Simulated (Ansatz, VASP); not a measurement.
One calculation of Al, two programs

```xyz
4
Lattice="2.7401 0.0000 0.0000 -1.3701 2.3730 0.0000 0.0000 0.0000 9.4401" Properties=species:S:1:pos:R:3 pbc="T T T"
Al    0.0000    0.0000    0.0000
Al    0.0000    1.5820    2.3600
Al    0.0000    0.0000    4.7200
Al    1.3701    0.7910    7.0801
```

Alike in both runs: task single point; functional PBE; dispersion D3(BJ); k mesh 18 × 18 × 6; occupations gaussian, width 0.15 eV; no spin polarisation.

|  | VASP | Ansatz |
| --- | --- | --- |
| version | VASP 6.6.1 | Ansatz 0.2.0 |
| potentials or method | VASP PAW PBE potentials, release 64 (Al), cutoff 520 eV | scalar-relativistic, plane waves, PAW |
| valence electrons in the cell | 12 | 12 |

Ansatz gave:

- gap on the k mesh at the Fermi level (eV): none
- pressure (GPa): 3.4
- traceless stress, the component that is largest in VASP (GPa): -3.18

Task: Estimate VASP's values.

Result: gap on the k mesh at the Fermi level (eV): none; pressure (GPa): 3.3; traceless stress, the component that is largest in VASP (GPa): -3.17.

A gap of «none» marks a metal or a gap that the smearing closes.
